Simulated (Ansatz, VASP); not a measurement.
# Mg in VASP and in Ansatz

File INCAR:

```
SYSTEM = Mg
  PREC = Accurate
  ENCUT = 600
  EDIFF = 1E-6
  ISMEAR = -1
  SIGMA = 0.1
  LREAL = .False.
  LASPH = .True.
  NELM = 120
  ALGO = Normal
  ISIF = 2
  LWAVE = .False.
  LCHARG = .False.
  GGA = RE
  NBANDS = 10
  GGA_COMPAT = .False.
```

Contents of KPOINTS:

```
Automatic mesh
0
Gamma
  8 8 11
  0 0 0
```

Contents of POSCAR:

```
Mg
1.0
    5.2181446669      0.0000000000      0.0000000000
   -2.6090723335      4.5190458422      0.0000000000
    0.0000000000      0.0000000000      3.1651704466
Mg
3
Direct
    1.0000000000      1.0000000000      0.0000000000
    0.3333333333      0.6666666667      0.5000000000
    0.6666666667      0.3333333333      0.5000000000
```

Input for Ansatz:

```yaml
crystal:
  lattice:
    - [5.2181446669, 0.0, 0.0]
    - [-2.6090723335, 4.5190458422, 0.0]
    - [0.0, 0.0, 3.1651704466]
  atoms:
    - { symbol: Mg, position: [1.0, 1.0, 0.0] }
    - { symbol: Mg, position: [0.3333333333, 0.6666666667, 0.5] }
    - { symbol: Mg, position: [0.6666666667, 0.3333333333, 0.5] }
hamiltonian:
  xc: revpbe
  pseudopotentials:
    kind: paw
    azcp:
      Mg: "pseudopotentials/Mg.paw.azcp"
basis:
  ecutwfc: 420
  fft_grid_basis: typed
kpoints:
  mp_grid: { grid: [8, 8, 11], shift: [0, 0, 0] }
magnetization:
  spin_polarized: false
scf:
  occupations: { method: fermi_dirac, width: 0.1 }
  lower_state_search: "off"
output:
  stress: true
```

Alike in both runs: task single point; functional revPBE; k mesh 8 × 8 × 11; occupations fermi-dirac, width 0.1 eV; no spin polarisation.

|  | VASP | Ansatz |
| --- | --- | --- |
| version | VASP 6.6.1 | Ansatz 0.2.0 |
| potentials or method | VASP PAW PBE potentials, release 64 (Mg), cutoff 600 eV | plane waves (420 eV) with PAW, scalar-relativistic |
| valence electrons in the cell | 6 | 30 |

Ansatz gave:

| Quantity | Value |
| --- | --- |
| pressure (GPa) | -1.2 |
| traceless stress, the component that is largest in VASP (GPa) | 0.24 |

Question: Which values does VASP return?

Answer: Pressure (GPa): -1.4; traceless stress, the component that is largest in VASP (GPa): 0.24.

VASP's potentials were made for PBE, not for revPBE. VASP's potentials hold 6 valence electrons a cell and Ansatz's 30, so a difference there can come from the potentials and not from the codes.
